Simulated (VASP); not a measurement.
**Zr2SiO4: single point with PBE+D3(BJ)**

Zr2SiO4, a slab with vacuum:

```xyz
7
Lattice="3.5974 0.0000 0.0000 -1.7987 3.1155 0.0000 0.0000 0.0000 21.3728" Properties=species:S:1:pos:R:3 pbc="T T T"
O     0.0000    0.0000    4.0000
O     0.0000    2.0770    5.4686
O     1.7987    1.0385    6.8350
O     0.0000    0.0000    8.3728
Zr    1.7987    1.0385    4.7343
Zr    0.0000    2.0770    7.5796
Si   -0.5996    1.0385   10.5728
```

```json
{
 "Program": "VASP 6.6.1",
 "Task": "single point",
 "Functional": "PBE",
 "Dispersion": "D3(BJ)",
 "Potentials or basis": "VASP PAW PBE potentials, release 64 (O, Zr_sv, Si)",
 "Cutoff": "520 eV",
 "k mesh": "9 × 9 × 1",
 "Occupations": "gaussian, width 0.05 eV",
 "Spin": "collinear spin",
 "Starting moments": "[0.0, 0.0, 0.0, 0.0, 0.0, 0.0, 2.0] μB"
}
```

```json
{
  "Largest force": "0.607 eV/Å",
  "Net moment": "0.17 μB per cell",
  "Site moments": "O +0.00, +0.01 (each value once); Zr +0.00, +0.01; Si +0.04 μB",
  "Valence electrons inside the program's atomic spheres": "O 5.02, 5.12, 5.11, 5.00; Zr 9.53; Si 1.46",
  "Dispersion energy per atom": "-0.208 eV"
}
```

Forces in eV/Å, atoms in the order of the input:
```
O   -0.004 -0.009 -0.590
O   -0.032 -0.026  0.101
O   -0.067  0.053  0.182
O   -0.357  0.265 -0.012
Zr   0.002  0.009  0.152
Zr   0.177  0.099  0.536
Si   0.281 -0.392 -0.369
```

Levels at points of the mesh, in eV from the Fermi level:
Spin up:
```csv
k point,band 23,band 24,band 25,band 26,band 27,band 28,band 29,band 30
"(0.00, 0.00, 0.00)",-3.87,-3.34,-3.33,-0.35,0.90,0.91,1.32,1.33
```
Spin down:
```csv
k point,band 22,band 23,band 24,band 25,band 26,band 27,band 28,band 29,band 30,band 31
"(0.00, 0.00, 0.00)",-3.88,-3.86,-3.34,-3.33,-0.18,0.91,0.92,1.33,1.33,2.34
```

Wall time 12 min on 4 MPI ranks on AMD EPYC 7R43 64-Core Processor (Zen 3) (shared host), peak memory 0.82 GiB a rank.
